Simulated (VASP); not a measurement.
# GaSb (I-4m2) in VASP: a series of runs

GaSb is run at these levels: LDA; tasks: single point.

Everything below comes from runs of VASP 6.6.1. Logs are shortened: lines on timing, memory, paths and dates and some standing lists are left out, and cuts for length are marked.

### 1 The cell of the first run

It takes space group I-4m2 (No. 119, tetragonal). Conventional cell: a = 4.856 Å, b = 4.856 Å, c = 4.855 Å, α = 90.00°, β = 90.00°, γ = 90.00°. Ga (site symmetry -4m2) has 4 Sb at 2.71 Å within 3.6 Å. Sb (site symmetry -4m2) has 4 Ga at 2.71 Å within 3.6 Å.

### 2 Single point, LDA

INCAR reads:

```
SYSTEM = GaSb
  ALGO = Normal
  EDIFF = 1E-6
  ENCUT = 520
  GGA = CA
  ISIF = 2
  ISMEAR = 0
  LASPH = .True.
  LCHARG = .False.
  LREAL = .False.
  LWAVE = .False.
  NBANDS = 16
  NELM = 100
  PREC = Accurate
  SIGMA = 0.15
```

KPOINTS reads:

```
k-points
0
Gamma
  16 16 16
  0 0 0
```

POSCAR reads:

```
GaSb
1.0
    0.0000000000      3.4337842613      2.4276854728
    3.4337842613      0.0000000000      2.4276854728
    3.4337842613      3.4337842613      0.0000000000
Ga Sb
1 1
Direct
    0.0000000000      0.0000000000      0.0000000000
    0.7500000000      0.7500000000      0.7500000000
```

Potentials or basis: VASP PAW LDA potentials, release 64 (Ga_d, Sb).

Command:

```bash
$ cat potpaw_LDA.64/Ga_d/POTCAR potpaw_LDA.64/Sb/POTCAR > POTCAR
$ mpirun -np 1 vasp_std > vasp.out
```

OUTCAR:

```text
SYSTEM = GaSb
   EDIFF = 1E-6
   ENCUT = 520
   GGA = CA
   ISIF = 2
   ISMEAR = 0
   LASPH = .True.
   LREAL = .False.
   NELM = 100
   PREC = Accurate

 ion  position               nearest neighbor table
   1  0.000  0.000  0.000-   2 2.71   2 2.71   2 2.71   2 2.71
   2  0.750  0.750  0.750-   1 2.71   1 2.71   1 2.71   1 2.71

  LATTYP: Found a body centered tetragonal cell.
 ALAT       =     4.8561042726
 C/A-ratio  =     0.9998489886

  Lattice vectors:

 A1 = (   0.0000000000,  -3.4337842613,  -2.4276854728)
 A2 = (   0.0000000000,   3.4337842613,  -2.4276854728)
 A3 = (   3.4337842613,   0.0000000000,   2.4276854728)

Analysis of symmetry for initial positions (statically):
=====================================================================
 Subroutine PRICEL returns:
 Original cell was already a primitive cell.

 Routine SETGRP: Setting up the symmetry group for a
 body centered tetragonal supercell.

 Subroutine GETGRP returns: Found  8 space group operations
 (whereof  8 operations were pure point group operations)
 out of a pool of 16 trial point group operations.

The static configuration has the point symmetry D_2d.

Analysis of symmetry for dynamics (positions and initial velocities):
=====================================================================
 Subroutine PRICEL returns:
 Original cell was already a primitive cell.

 Routine SETGRP: Setting up the symmetry group for a
 body centered tetragonal supercell.

 Subroutine GETGRP returns: Found  8 space group operations
 (whereof  8 operations were pure point group operations)
 out of a pool of 16 trial point group operations.

The dynamic configuration has the point symmetry D_2d.

 Subroutine INISYM returns: Found  8 space group operations
 (whereof  8 operations are pure point group operations),
 and found     1 'primitive' translations

----------------------------------------------------------------------------------------

                                     Primitive cell

  volume of cell :      57.2491

  direct lattice vectors                    reciprocal lattice vectors
     0.000000000  3.433784261  2.427685473    -0.145611944  0.145611944  0.205957487
     3.433784261  0.000000000  2.427685473     0.145611944 -0.145611944  0.205957487
     3.433784261  3.433784261  0.000000000     0.145611944  0.145611944 -0.205957487

  length of vectors
     4.205297981  4.205297981  4.856104273     0.291245880  0.291245880  0.291245880

  position of ions in fractional coordinates (direct lattice)
     0.000000000  0.000000000  0.000000000
     0.750000000  0.750000000  0.750000000

  ion indices of the primitive-cell ions
   primitive index   ion index
                 1           1
                 2           2

----------------------------------------------------------------------------------------

 KPOINTS: k-points

Automatic generation of k-mesh.
 Grid dimensions read from file:
 generate k-points for:   16   16   16

 Generating k-lattice:

  Cartesian coordinates                     Fractional coordinates (reciprocal lattice)
    -0.009100746  0.009100746  0.012872343     0.062500000  0.000000000  0.000000000
     0.009100746 -0.009100746  0.012872343     0.000000000  0.062500000  0.000000000
     0.009100746  0.009100746 -0.012872343     0.000000000  0.000000000  0.062500000

  Length of vectors
     0.018202868  0.018202868  0.018202868

  Shift w.r.t. Gamma in fractional coordinates (k-lattice)
     0.000000000  0.000000000  0.000000000

 Subroutine IBZKPT returns following result:
 ===========================================

 Found    349 irreducible k-points:

 Following reciprocal coordinates:
            Coordinates               Weight
  0.000000  0.000000  0.000000      1.000000
  0.062500  0.000000  0.000000      8.000000
  0.125000  0.000000  0.000000      8.000000
  0.187500  0.000000  0.000000      8.000000
  0.250000  0.000000  0.000000      8.000000
  0.312500 -0.000000  0.000000      8.000000
[... 16 lines left out ...]
 -0.125000  0.062500  0.000000      8.000000
 -0.062500  0.062500  0.000000      4.000000
 [... further k-points ...]
   k-points           NKPTS =    349   k-points in BZ     NKDIM =    349   number of bands    NBANDS=     16
   number of dos      NEDOS =    301   number of ions     NIONS =      2
   total plane-waves  NPLWV =  36864
   dimension x,y,z NGX =    32 NGY =   32 NGZ =   36
   dimension x,y,z NGXF=    64 NGYF=   64 NGZF=   72
   ions per type =               1   1
   NGX,Y,Z   is equivalent  to a cutoff of  12.65, 12.65, 12.32 a.u.
   NGXF,Y,Z  is equivalent  to a cutoff of  25.30, 25.30, 24.65 a.u.
 SYSTEM =  GaSb
   PREC   = accura    normal or accurate (medium, high low for compatibility)
   ISTART =      0    job   : 0-new  1-cont  2-samecut
   ICHARG =      2    charge: 1-file 2-atom 10-const
   ISPIN  =      1    spin polarized calculation?
   LNONCOLLINEAR =      F non collinear calculations
   LSORBIT =      F    spin-orbit coupling
   LASPH  =      T    aspherical Exc in radial PAW
   ENCUT  =  520.0 eV  38.22 Ry    6.18 a.u.   7.82  7.82  9.03*2*pi/ulx,y,z
   NELM   =    100;   NELMIN=  2; NELMDL= -5     # of ELM steps
   EDIFF  = 0.1E-05   stopping-criterion for ELM
   LREAL  =      F    real-space projection
   EDIFFG = 0.1E-04   stopping-criterion for IOM
   NSW    =      0    number of steps for IOM
   IBRION =     -1    ionic relax: 0-MD 1-quasi-New 2-CG
   NFREE  =      0    steps in history (QN), initial steepest desc. (CG)
   ISIF   =      2    stress and relaxation
   ISYM   =      2    0-nonsym 1-usesym 2-fastsym
   POTIM  = 0.5000    time-step for ionic-motion
   TEBEG  =    0.0;   TEEND  =   0.0 temperature during run
   PSTRESS=    0.0 pullay stress
   NELECT =      18.0000    total number of electrons
   NUPDOWN=      -1.0000    fix difference up-down
   EMIN   =  10.00;   EMAX   =-10.00  energy-range for DOS
   EFERMI =   0.00;   METHOD = LEGACY
   ISMEAR =     0;   SIGMA  =   0.15  broadening in eV -4-tet -1-fermi 0-gaus
   EFERMI_NEDOS =   21; number of points for ismear=-14 and -15
   IALGO  =     38    algorithm
   IMIX   =      4    mixing-type and parameters
     AMIX     =   0.40;   BMIX     =  1.00
     AMIX_MAG =   1.60;   BMIX_MAG =  1.00
  volume/ion in A,a.u.               =      28.62       193.17
  Fermi-wavevector in a.u.,A,eV,Ry     =   1.113208  2.103657 16.860766  1.239231
  Thomas-Fermi vector in A             =   2.249790
   LORBIT       =      0    0 simple, 1 ext, 2 COOP (PROOUT), +10 PAW based schemes
   GGA     = CA    functional components
   LHFCALC =     F    Hartree Fock is set to
   AEXX    =    0.0000 exact exchange contribution
   IVDW    =     0    specifies the selected vdW correction
   LEPSILON=     F    determine dielectric tensor
   LRPA    =     F    only Hartree local field effects (RPA)
 non-spin polarized calculation
 Gauss-broadening in eV      SIGMA  =   0.15
  energy-cutoff  :      520.00
  volume of cell :       57.25
 maximum number of plane-waves:      1568
   NGX = 15   NGY = 15   NGZ = 17

 number of electron      18.0000006 magnetization

 Free energy of the ion-electron system (eV)
  ---------------------------------------------------
  ext. energy  EPLUGINS =         0.00000000
  ---------------------------------------------------
  free energy    TOTEN  =        -8.30593433 eV

  energy without entropy =       -8.30063994  energy(sigma->0) =       -8.30328714

 E-fermi :   4.5573     XC(G=0):  -9.4972

 val. band max:        4.5565836939   @ k =   0.2500   0.0000   0.0625
 cond. band min:       4.5800022266   @ k =   0.2500   0.0625   0.1250
 fundamental gap:      0.0234185327
 Fermi energy:         4.5572865748

 k-point     1 :       0.0000    0.0000    0.0000
  band No.  band energies     occupation
      1     -10.4718      2.00000
      2     -10.4718      2.00000
      3     -10.4534      2.00000
      4     -10.4406      2.00000
      5     -10.4095      2.00000
      6      -6.6617      2.00000
[... 8 lines left out ...]
     15      10.7967      0.00000
     16      12.5380      0.00000

 k-point     2 :       0.0625    0.0000    0.0000
  band No.  band energies     occupation
      1     -10.4720      2.00000
      2     -10.4715      2.00000
      3     -10.4533      2.00000
      4     -10.4411      2.00000
      5     -10.4093      2.00000
      6      -6.6203      2.00000
[... 8 lines left out ...]
     15      10.9999      0.00000
     16      12.1912      0.00000

 k-point     3 :       0.1250    0.0000    0.0000
  band No.  band energies     occupation
      1     -10.4728      2.00000
      2     -10.4706      2.00000
      3     -10.4530      2.00000
      4     -10.4422      2.00000
      5     -10.4086      2.00000
      6      -6.4973      2.00000
[... 8 lines left out ...]
     15      11.3850      0.00000
     16      12.2581      0.00000

 k-point     4 :       0.1875    0.0000    0.0000
  band No.  band energies     occupation
      1     -10.4745      2.00000
      2     -10.4693      2.00000
      3     -10.4524      2.00000
      4     -10.4435      2.00000
      5     -10.4076      2.00000
      6      -6.2972      2.00000
[... 8 lines left out ...]
     15      11.4623      0.00000
     16      12.9832      0.00000

 k-point     5 :       0.2500    0.0000    0.0000
  band No.  band energies     occupation
      1     -10.4772      2.00000
      2     -10.4679      2.00000
      3     -10.4518      2.00000
      4     -10.4444      2.00000
      5     -10.4061      2.00000
      6      -6.0291      2.00000
[... 8 lines left out ...]
     15      12.2223      0.00000
     16      13.8391      0.00000

 k-point     6 :       0.3125   -0.0000    0.0000
  band No.  band energies     occupation
      1     -10.4805      2.00000
      2     -10.4668      2.00000
      3     -10.4511      2.00000
      4     -10.4447      2.00000
      5     -10.4045      2.00000
      6      -5.7111      2.00000
[... 8 lines left out ...]
     15      13.1727      0.00000
     16      14.2793      0.00000

 k-point     7 :       0.3750    0.0000    0.0000
  band No.  band energies     occupation
      1     -10.4837      2.00000
      2     -10.4659      2.00000
      3     -10.4506      2.00000
      4     -10.4445      2.00000
      5     -10.4030      2.00000
      6      -5.3793      2.00000
[... 8 lines left out ...]
     15      14.0493      0.00000
     16      14.2489      0.00000

 k-point     8 :       0.4375   -0.0000    0.0000
  band No.  band energies     occupation
      1     -10.4860      2.00000
      2     -10.4654      2.00000
      3     -10.4503      2.00000
      4     -10.4442      2.00000
      5     -10.4019      2.00000
      6      -5.1038      2.00000
[... 8 lines left out ...]
     15      13.8423      0.00000
     16      15.3868      0.00000

 k-point     9 :       0.5000    0.0000    0.0000
  band No.  band energies     occupation
      1     -10.4869      2.00000
      2     -10.4652      2.00000
      3     -10.4502      2.00000
      4     -10.4441      2.00000
      5     -10.4015      2.00000
      6      -4.9908      2.00000
[... 8 lines left out ...]
     15      13.7146      0.00000
     16      16.2049      0.00000
[... 172 lines left out ...]
 k-point    19 :      -0.3750    0.0625    0.0000
  band No.  band energies     occupation
      1     -10.4843      2.00000
      2     -10.4651      2.00000
      3     -10.4511      2.00000
      4     -10.4432      2.00000
      5     -10.4031      2.00000
      6      -5.3167      2.00000
[... 8 lines left out ...]
     15      13.3816      0.00000
     16      14.0663      0.00000

 k-point    20 :      -0.3125    0.0625    0.0000
  band No.  band energies     occupation
      1     -10.4815      2.00000
      2     -10.4659      2.00000
      3     -10.4513      2.00000
      4     -10.4427      2.00000
      5     -10.4047      2.00000
      6      -5.6477      2.00000
[... 8 lines left out ...]
     15      12.9791      0.00000
     16      13.2746      0.00000

 k-point    21 :      -0.2500    0.0625    0.0000
  band No.  band energies     occupation
      1     -10.4785      2.00000
      2     -10.4671      2.00000
      3     -10.4516      2.00000
      4     -10.4421      2.00000
      5     -10.4064      2.00000
      6      -5.9686      2.00000
[... 8 lines left out ...]
     15      12.0210      0.00000
     16      13.3621      0.00000

 k-point    22 :      -0.1875    0.0625    0.0000
  band No.  band energies     occupation
      1     -10.4761      2.00000
      2     -10.4686      2.00000
      3     -10.4518      2.00000
      4     -10.4413      2.00000
      5     -10.4078      2.00000
      6      -6.2411      2.00000
[... 8 lines left out ...]
     15      11.2644      0.00000
     16      12.7811      0.00000

 k-point    23 :      -0.1250    0.0625    0.0000
  band No.  band energies     occupation
      1     -10.4743      2.00000
      2     -10.4700      2.00000
      3     -10.4522      2.00000
      4     -10.4407      2.00000
      5     -10.4087      2.00000
      6      -6.4461      2.00000
[... 8 lines left out ...]
     15      11.2424      0.00000
     16      11.9663      0.00000

 k-point    24 :      -0.0625    0.0625    0.0000
  band No.  band energies     occupation
      1     -10.4730      2.00000
      2     -10.4710      2.00000
      3     -10.4526      2.00000
      4     -10.4405      2.00000
      5     -10.4092      2.00000
      6      -6.5739      2.00000
[... 8 lines left out ...]
     15      11.1999      0.00000
     16      11.6540      0.00000

 [... further k-points ...]

------------------------ aborting loop because EDIFF is reached ----------------------------------------

  FORCE on cell =-STRESS in cart. coord.  units (eV):
  Direction    XX          YY          ZZ          XY          YZ          ZX
  --------------------------------------------------------------------------------------
  -------------------------------------------------------------------------------------
  Total       -1.9067396     -1.9067396      0.1626129      0.0000000     -0.0000000     -0.0000000
  in kB      -53.3621773    -53.3621773      4.5508972      0.0000000     -0.0000000     -0.0000000
  external PRESSURE =     -34.0578192 kB  Pullay stress =       0.0000000 kB

 VOLUME and BASIS-vectors are now :
 -----------------------------------------------------------------------------
  energy-cutoff  :      520.00
  volume of cell :       57.25
      direct lattice vectors                 reciprocal lattice vectors
     0.000000000  3.433784261  2.427685473    -0.145611944  0.145611944  0.205957487
     3.433784261  0.000000000  2.427685473     0.145611944 -0.145611944  0.205957487
     3.433784261  3.433784261  0.000000000     0.145611944  0.145611944 -0.205957487

 POSITION                                       TOTAL-FORCE (eV/Angst)
 -----------------------------------------------------------------------------------
      0.00000      0.00000      0.00000         0.000000      0.000000      0.000000
      5.15068      5.15068      3.64153        -0.000000     -0.000000     -0.000000
 -----------------------------------------------------------------------------------
    total drift:                                0.000002      0.000002     -0.000002

  FREE ENERGIE OF THE ION-ELECTRON SYSTEM (eV)
  ---------------------------------------------------
  free  energy   TOTEN  =        -8.3059343327 eV

  energy  without entropy=       -8.3006399430  energy(sigma->0) =       -8.30328714
```

It took 1.9 min on 1 thread of AMD EPYC 9R45 (Zen 5), shared host; peak memory 0.4 GiB.

Results:

* Free energy: -8.3059 eV
* Pressure: -3.4 GPa
* Band gap on the k mesh: zero (bands 9 and 10 overlap by 1.33 eV)

Levels at points of the mesh, in eV from the Fermi level:
```csv
k point,band 7,band 8,band 9,band 10,band 11,band 12
"(0.00, 0.00, 0.00)",-0.62,-0.38,-0.38,0.92,2.91,3.85
"(0.50, 0.00, 0.00)",-6.11,-1.87,-0.67,-0.08,3.03,4.81
"(0.50, 0.50, 0.00)",-5.58,-3.47,-3.47,-0.29,0.60,8.73
"(0.50, 0.00, 0.50)",-7.03,-1.43,-1.21,2.08,2.22,6.11
```

Caveat: the cell stands under tension; spin-orbit coupling is left out, which moves the levels of the heavy elements.

[end of part 1 of 2]
